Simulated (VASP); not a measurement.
A run of VASP 6.6.1 is set up as follows.

File POSCAR:

```
Sb
1.0
    2.1706020527      1.2531976795      3.8710910875
   -2.1706020527      1.2531976795      3.8710910875
    0.0000000000     -2.5063953589      3.8710910875
Sb
2
Direct
    0.2313018333      0.2313018333      0.2313018333
    0.7686981667      0.7686981667      0.7686981667
```

File INCAR.step1:

```
PREC = Accurate
ENCUT = 520
ISMEAR = 1
SIGMA = 0.3
LREAL = F
LASPH = T
NELM = 60
NBANDS = 12
GGA = PE
ALGO = Normal
EDIFF = 1E-4
LWAVE = T
LCHARG = F
```

Contents of INCAR.step2:

```
PREC = Accurate
ENCUT = 520
EDIFF = 1E-6
ISMEAR = 1
SIGMA = 0.3
LREAL = F
LASPH = T
NELM = 60
ALGO = Normal
ISIF = 2
LWAVE = F
LCHARG = T
METAGGA = R2SCAN
LMIXTAU = T
LELF = T
LVHAR = T
NBANDS = 12
ISTART = 1
```

The input KPOINTS:

```
Automatic mesh
0
Gamma
  9 9 9
```

Potentials or basis: VASP PAW PBE potentials, release 64 (Sb).

Command:

```console
$ cat potpaw_PBE.64/Sb/POTCAR > POTCAR
$ cp INCAR.step1 INCAR
$ mpirun -np 1 vasp_std > vasp.out
$ cp INCAR.step2 INCAR
$ mpirun -np 1 vasp_std > vasp.out
```

Q: Predict the pressure.

A: 0.1 GPa.

Q: Predict the largest force.

A: 0.033 eV/Å.

Stress tensor (GPa, compression positive):
```
0.18 0.00 0.00
0.00 0.18 0.00
0.00 0.00 0.06
```

Caveat: the PAW data sets were made with another functional, which shifts forces and pressure a little.
